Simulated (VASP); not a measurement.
A run of VASP 6.6.1 is set up as follows.

File INCAR:

```
PREC = Accurate ; ENCUT = 520
EDIFF = 1E-6 ; ISMEAR = 0
SIGMA = 0.1 ; LREAL = False
LASPH = True ; NELM = 100
ALGO = Normal ; ISIF = 2
LWAVE = False ; LCHARG = False
GGA = PE ; NBANDS = 24
```

File KPOINTS:

```
regular mesh
0
Gamma
  4 4 4
```

POSCAR

```
KMgF3
1.0
    3.9662450000     -0.0723610000      0.0172210000
   -0.0723610000      4.1838290000      0.0072110000
    0.0172210000      0.0072110000      3.8575920000
K Mg F
1 1 3
Direct
    0.5240164907      0.4640446896      0.5175048802
   -0.0124058765      1.0065079516     -0.0202272006
    0.5115368027      0.9949666481      0.9894602955
    0.0020313771      0.5062809353     -0.0132945045
    1.0008466502     -0.0266345219      0.5203923799
```

Potentials or basis: VASP PAW PBE potentials, release 64 (K_sv, Mg, F).

Command:

```bash
$ cat potpaw_PBE.64/K_sv/POTCAR potpaw_PBE.64/Mg/POTCAR potpaw_PBE.64/F/POTCAR > POTCAR
$ mpirun -np 1 vasp_std > vasp.out
```

Q: What does it give for the pressure?

A: 5.5 GPa.

Q: Predict the largest force.

A: 2.575 eV/Å.

Q: Predict the band gap on the k mesh.

A: 7.15 eV (least direct gap 7.40 eV).

Stress tensor (GPa, compression positive):
```
 5.38  1.40 -0.55
 1.40 -0.64 -0.03
-0.55 -0.03 11.63
```

Caveat: the cell stands under pressure; forces of over 1 eV/Å act on the atoms, so gaps and moduli don't describe the material at rest. A k mesh can miss the band edges.
